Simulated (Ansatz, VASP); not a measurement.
**Two plane-wave programs on CdTe**

```
Cd Te
1.0
     0.00000    3.27996    3.27996
     3.27996    0.00000    3.27996
     3.27996    3.27996    0.00000
Cd Te
1 1
Direct
  0.00000 0.00000 0.00000
  0.25000 0.25000 0.25000
```

Alike in both runs: task single point; functional HSE06; k mesh 4 × 4 × 4; occupations methfessel-paxton of order 1, width 0.001 eV; no spin polarisation.

|  | VASP | Ansatz |
| --- | --- | --- |
| version | VASP 6.6.1 | Ansatz 0.2.0 |
| potentials or method | VASP PAW PBE potentials, release 64 (Cd, Te) | plane waves |
| plane-wave cutoff (eV) | 520 | 420 |
| valence electrons in the cell | 18 | 36 |

Ansatz gave:

| Quantity | Value |
| --- | --- |
| gap on the k mesh at the Fermi level (eV) | 1.53 |
| pressure (GPa) | 0.2 |

Task: Which values does VASP return?

Result: gap on the k mesh at the Fermi level (eV): 1.44; pressure (GPa): 0.2.

With one functional, cell and mesh, what is left measures potentials, basis and numerics. VASP's potentials hold 18 valence electrons a cell and Ansatz's 36, so a difference there can come from the potentials and not from the codes. Ansatz's warnings: stress exchange threshold loose, stress scf threshold loose.

Spin-orbit coupling is off throughout.
